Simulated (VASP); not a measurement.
# Al (P6_3/mmc) in VASP: a series of runs

Runs on Al. Level: r2SCAN. Tasks: single point.

Program: VASP 6.6.1. These are calculated values, not measurements. Logs are shortened: lines on timing, memory, paths and dates and some standing lists are left out, and cuts for length are marked.

## (1) The cell of the first run

The structure is hexagonal, space group P6_3/mmc (No. 194). The conventional cell has a = 2.678 Å, b = 2.678 Å, c = 4.390 Å, α = 90.00°, β = 90.00°, γ = 120.00°. Al (site symmetry -6m2) has 12 Al at 2.68 Å within 3.5 Å.

This isn't the form of Al at room conditions, which is fcc.

## (2) Single point, r2SCAN

The input, POSCAR:

```
Al
1.0
    2.6775050137      0.0000000000      0.0000000000
   -1.3387525068      2.3187873606      0.0000000000
    0.0000000000      0.0000000000      4.3904367680
Al
2
Direct
    0.3333333333      0.6666666667      0.2500000000
    0.6666666667      0.3333333333      0.7500000000
```

The input, INCAR.step1:

```
SYSTEM = Al
  ALGO = Normal
  EDIFF = 1E-4
  ENCUT = 520
  GGA = PE
  ISMEAR = 0
  LASPH = .True.
  LCHARG = .False.
  LREAL = .False.
  LWAVE = .True.
  NBANDS = 10
  NELM = 60
  PREC = Accurate
  SIGMA = 0.05
```

The input, INCAR.step2:

```
SYSTEM = Al
  ALGO = Normal
  EDIFF = 1E-6
  ENCUT = 520
  ISIF = 2
  ISMEAR = 0
  ISTART = 1
  LASPH = .True.
  LCHARG = .True.
  LELF = .True.
  LMIXTAU = .True.
  LREAL = .False.
  LVHAR = .True.
  LWAVE = .False.
  METAGGA = R2SCAN
  NBANDS = 10
  NELM = 60
  PREC = Accurate
  SIGMA = 0.05
```

The input, KPOINTS:

```
k-points
0
Gamma
  19 19 10
  0 0 0
```

Potentials or basis: VASP PAW PBE potentials, release 64 (Al).

The run is started by

```console
$ cat potpaw_PBE.64/Al/POTCAR > POTCAR
$ cp INCAR.step1 INCAR
$ mpirun -np 1 vasp_std > vasp.out
$ cp INCAR.step2 INCAR
$ mpirun -np 1 vasp_std > vasp.out
```

OUTCAR:

```text
SYSTEM = Al
   EDIFF = 1E-6
   ENCUT = 520
   ISIF = 2
   ISMEAR = 0
   ISTART = 1
   LASPH = .True.
   LREAL = .False.
   METAGGA = R2SCAN
   NELM = 60
   PREC = Accurate

 ion  position               nearest neighbor table
   1  0.333  0.667  0.250-   2 2.68   2 2.68   2 2.68   2 2.68   2 2.68   2 2.68
   2  0.667  0.333  0.750-   1 2.68   1 2.68   1 2.68   1 2.68   1 2.68   1 2.68

  LATTYP: Found a hexagonal cell.
 ALAT       =     2.6775050137
 C/A-ratio  =     1.6397492238

  Lattice vectors:

 A1 = (   2.6775050137,   0.0000000000,   0.0000000000)
 A2 = (  -1.3387525068,   2.3187873606,   0.0000000000)
 A3 = (   0.0000000000,   0.0000000000,   4.3904367680)

Analysis of symmetry for initial positions (statically):
=====================================================================
 Subroutine PRICEL returns:
 Original cell was already a primitive cell.

 Routine SETGRP: Setting up the symmetry group for a
 hexagonal supercell.

 Subroutine GETGRP returns: Found 24 space group operations
 (whereof 12 operations were pure point group operations)
 out of a pool of 24 trial point group operations.

The static configuration has the point symmetry D_3d.
 The point group associated with its full space group is D_6h.

Analysis of symmetry for dynamics (positions and initial velocities):
=====================================================================
 Subroutine PRICEL returns:
 Original cell was already a primitive cell.

 Routine SETGRP: Setting up the symmetry group for a
 hexagonal supercell.

 Subroutine GETGRP returns: Found 24 space group operations
 (whereof 12 operations were pure point group operations)
 out of a pool of 24 trial point group operations.

The dynamic configuration has the point symmetry D_3d.
 The point group associated with its full space group is D_6h.

 Subroutine INISYM returns: Found 24 space group operations
 (whereof 12 operations are pure point group operations),
 and found     1 'primitive' translations

----------------------------------------------------------------------------------------

                                     Primitive cell

  volume of cell :      27.2583

  direct lattice vectors                    reciprocal lattice vectors
     2.677505014  0.000000000  0.000000000     0.373482027  0.215629949  0.000000000
    -1.338752507  2.318787361  0.000000000     0.000000000  0.431259898  0.000000000
     0.000000000  0.000000000  4.390436768     0.000000000  0.000000000  0.227767772

  length of vectors
     2.677505014  2.677505014  4.390436768     0.431259898  0.431259898  0.227767772

  position of ions in fractional coordinates (direct lattice)
     0.333333333  0.666666667  0.250000000
     0.666666667  0.333333333  0.750000000

  ion indices of the primitive-cell ions
   primitive index   ion index
                 1           1
                 2           2

----------------------------------------------------------------------------------------

 KPOINTS: k-points

Automatic generation of k-mesh.
 Grid dimensions read from file:
 generate k-points for:   19   19   10

 Generating k-lattice:

  Cartesian coordinates                     Fractional coordinates (reciprocal lattice)
     0.019656949  0.011348945  0.000000000     0.052631579 -0.000000000  0.000000000
     0.000000000  0.022697889  0.000000000     0.000000000  0.052631579  0.000000000
     0.000000000  0.000000000  0.022776777     0.000000000  0.000000000  0.100000000

  Length of vectors
     0.022697889  0.022697889  0.022776777

  Shift w.r.t. Gamma in fractional coordinates (k-lattice)
     0.000000000  0.000000000  0.000000000

 Subroutine IBZKPT returns following result:
 ===========================================

 Found    240 irreducible k-points:

 Following reciprocal coordinates:
            Coordinates               Weight
  0.000000  0.000000  0.000000      1.000000
  0.052632 -0.000000  0.000000      6.000000
  0.105263 -0.000000  0.000000      6.000000
  0.157895 -0.000000  0.000000      6.000000
  0.210526 -0.000000  0.000000      6.000000
  0.263158 -0.000000  0.000000      6.000000
[... 16 lines left out ...]
  0.263158  0.105263  0.000000     12.000000
  0.315789  0.105263  0.000000     12.000000
 [... further k-points ...]
   k-points           NKPTS =    240   k-points in BZ     NKDIM =    240   number of bands    NBANDS=     10
   number of dos      NEDOS =    301   number of ions     NIONS =      2
   total plane-waves  NPLWV =  14400
   dimension x,y,z NGX =    20 NGY =   20 NGZ =   36
   dimension x,y,z NGXF=    40 NGYF=   40 NGZF=   72
   ions per type =               2
   NGX,Y,Z   is equivalent  to a cutoff of  12.42, 12.42, 13.63 a.u.
   NGXF,Y,Z  is equivalent  to a cutoff of  24.84, 24.84, 27.26 a.u.
 SYSTEM =  Al
   PREC   = accura    normal or accurate (medium, high low for compatibility)
   ISTART =      1    job   : 0-new  1-cont  2-samecut
   ICHARG =      0    charge: 1-file 2-atom 10-const
   ISPIN  =      1    spin polarized calculation?
   LNONCOLLINEAR =      F non collinear calculations
   LSORBIT =      F    spin-orbit coupling
   LASPH  =      T    aspherical Exc in radial PAW
   ENCUT  =  520.0 eV  38.22 Ry    6.18 a.u.   4.98  4.98  8.16*2*pi/ulx,y,z
   NELM   =     60;   NELMIN=  2; NELMDL=  0     # of ELM steps
   EDIFF  = 0.1E-05   stopping-criterion for ELM
   LREAL  =      F    real-space projection
   EDIFFG = 0.1E-04   stopping-criterion for IOM
   NSW    =      0    number of steps for IOM
   IBRION =     -1    ionic relax: 0-MD 1-quasi-New 2-CG
   NFREE  =      0    steps in history (QN), initial steepest desc. (CG)
   ISIF   =      2    stress and relaxation
   ISYM   =      2    0-nonsym 1-usesym 2-fastsym
   POTIM  = 0.5000    time-step for ionic-motion
   TEBEG  =    0.0;   TEEND  =   0.0 temperature during run
   PSTRESS=    0.0 pullay stress
   NELECT =       6.0000    total number of electrons
   NUPDOWN=      -1.0000    fix difference up-down
   EMIN   =  10.00;   EMAX   =-10.00  energy-range for DOS
   EFERMI =   0.00;   METHOD = LEGACY
   ISMEAR =     0;   SIGMA  =   0.05  broadening in eV -4-tet -1-fermi 0-gaus
   EFERMI_NEDOS =   21; number of points for ismear=-14 and -15
   IALGO  =     38    algorithm
   IMIX   =      4    mixing-type and parameters
     AMIX     =   0.40;   BMIX     =  1.00
     AMIX_MAG =   1.60;   BMIX_MAG =  1.00
  volume/ion in A,a.u.               =      13.63        91.97
  Fermi-wavevector in a.u.,A,eV,Ry     =   0.988460  1.867918 13.293605  0.977052
  Thomas-Fermi vector in A             =   2.119988
   LORBIT       =      0    0 simple, 1 ext, 2 COOP (PROOUT), +10 PAW based schemes
   METAGGA = R2SCAN    functional components
   LHFCALC =     F    Hartree Fock is set to
   AEXX    =    0.0000 exact exchange contribution
   IVDW    =     0    specifies the selected vdW correction
   LEPSILON=     F    determine dielectric tensor
   LRPA    =     F    only Hartree local field effects (RPA)
 non-spin polarized calculation
 Gauss-broadening in eV      SIGMA  =   0.05
  energy-cutoff  :      520.00
  volume of cell :       27.26
 maximum number of plane-waves:       762
 NGX is ok and might be reduce to    20
   NGX =  9   NGY =  9   NGZ = 17

 number of electron       6.0000000 magnetization

 Free energy of the ion-electron system (eV)
  ---------------------------------------------------
  ext. energy  EPLUGINS =         0.00000000
  ---------------------------------------------------
  free energy    TOTEN  =       -13.15190904 eV

  energy without entropy =      -13.15112421  energy(sigma->0) =      -13.15151663

 E-fermi :  10.1809     XC(G=0): -11.6381

 val. band max:       10.1683774196   @ k =   0.3684   0.1579   0.0000
 cond. band min:      10.1861131352   @ k =   0.4737   0.0526   0.1000
 fundamental gap:      0.0177357156
 Fermi energy:        10.1808505196

 k-point     1 :       0.0000    0.0000    0.0000
  band No.  band energies     occupation
      1      -3.1081      2.00000
      2       4.3196      2.00000
      3       5.2801      2.00000
      4      22.9748      0.00000
      5      22.9748      0.00000
      6      23.2672      0.00000
      7      23.2672      0.00000
      8      23.9171      0.00000
      9      27.3126      0.00000
     10      28.1456      0.00000

 k-point     2 :       0.0526   -0.0000    0.0000
  band No.  band energies     occupation
      1      -3.0276      2.00000
      2       4.3935      2.00000
      3       5.3560      2.00000
      4      21.1368      0.00000
      5      21.9532      0.00000
      6      23.0560      0.00000
      7      24.3808      0.00000
      8      24.7403      0.00000
      9      27.6347      0.00000
     10      28.0738      0.00000

 k-point     3 :       0.1053   -0.0000    0.0000
  band No.  band energies     occupation
      1      -2.7861      2.00000
      2       4.6154      2.00000
      3       5.5822      2.00000
      4      18.8272      0.00000
      5      20.9169      0.00000
      6      22.0837      0.00000
      7      25.0554      0.00000
      8      25.5219      0.00000
      9      25.6101      0.00000
     10      27.3613      0.00000

 k-point     4 :       0.1579   -0.0000    0.0000
  band No.  band energies     occupation
      1      -2.3849      2.00000
      2       4.9854      2.00000
      3       5.9536      2.00000
      4      16.5307      0.00000
      5      20.0047      0.00000
      6      20.9172      0.00000
      7      23.2588      0.00000
      8      24.4335      0.00000
      9      26.3266      0.00000
     10      26.4130      0.00000
[... 222 lines left out ...]
 k-point    22 :       0.2105    0.1053    0.0000
  band No.  band energies     occupation
      1      -0.8728      2.00000
      2       6.3935      2.00000
      3       7.2699      2.00000
      4      12.4506      0.00000
      5      15.1590      0.00000
      6      19.0853      0.00000
      7      20.2268      0.00000
      8      22.0830      0.00000
      9      23.1985      0.00000
     10      24.0817      0.00000

 k-point    23 :       0.2632    0.1053    0.0000
  band No.  band energies     occupation
      1      -0.0065      2.00000
      2       7.2096      2.00000
      3       7.8431      2.00000
      4      10.6973      0.00000
      5      14.4778      0.00000
      6      17.1194      0.00000
      7      18.6707      0.00000
      8      21.4443      0.00000
      9      22.7655      0.00000
     10      23.5841      0.00000

 k-point    24 :       0.3158    0.1053    0.0000
  band No.  band energies     occupation
      1       1.0082      2.00000
      2       7.6786      2.00000
      3       8.1743      2.00000
      4       9.9173      2.00000
      5      13.8602      0.00000
      6      15.2747      0.00000
      7      17.2838      0.00000
      8      20.9742      0.00000
      9      22.4240      0.00000
     10      23.1831      0.00000

 [... further k-points ...]
[... 5 lines left out ...]
  --------------------------------------------------------------------------------------
  -------------------------------------------------------------------------------------
  Total        3.3203317      3.3203317      3.3166454      0.0000000      0.0000000      0.0000000
  in kB      195.1610311    195.1610311    194.9443592      0.0000000      0.0000000      0.0000000
  external PRESSURE =     195.0888071 kB  Pullay stress =       0.0000000 kB

 VOLUME and BASIS-vectors are now :
 -----------------------------------------------------------------------------
  energy-cutoff  :      520.00
  volume of cell :       27.26
      direct lattice vectors                 reciprocal lattice vectors
     2.677505014  0.000000000  0.000000000     0.373482027  0.215629949  0.000000000
    -1.338752507  2.318787361  0.000000000     0.000000000  0.431259898  0.000000000
     0.000000000  0.000000000  4.390436768     0.000000000  0.000000000  0.227767772

 POSITION                                       TOTAL-FORCE (eV/Angst)
 -----------------------------------------------------------------------------------
     -0.00000      1.54586      1.09761        -0.000000     -0.000000      0.000000
      1.33875      0.77293      3.29283         0.000000      0.000000      0.000000
 -----------------------------------------------------------------------------------
    total drift:                                0.000000     -0.000000     -0.000000

  FREE ENERGIE OF THE ION-ELECTRON SYSTEM (eV)
  ---------------------------------------------------
  free  energy   TOTEN  =       -13.1519090407 eV

  energy  without entropy=      -13.1511242097  energy(sigma->0) =      -13.15151663
```

Run time: 1.9 min. Hardware: 1 thread of AMD EPYC 9R45 (Zen 5), shared host; peak memory 0.15 GiB.

Results:

```yaml
Free_energy: -13.1519 eV
Pressure: 19.5 GPa
Band_gap_on_the_k_mesh: zero (bands 3 and 4 overlap by 8.29 eV)
```

Levels at points of the mesh, in eV from the Fermi level:
| k point | band 1 | band 2 | band 3 | band 4 | band 5 | band 6 |
| --- | --- | --- | --- | --- | --- | --- |
| (0.00, 0.00, 0.00) | -13.29 | -5.86 | -4.90 | 12.79 | 12.79 | 13.09 |
| (0.00, 0.00, 0.50) | -11.28 | -11.28 | 3.96 | 3.96 | 13.72 | 13.72 |

Caveat: the cell stands under pressure; the PAW data sets were made with another functional, which shifts forces and pressure a little.

(Continued in part 2 of 2.)
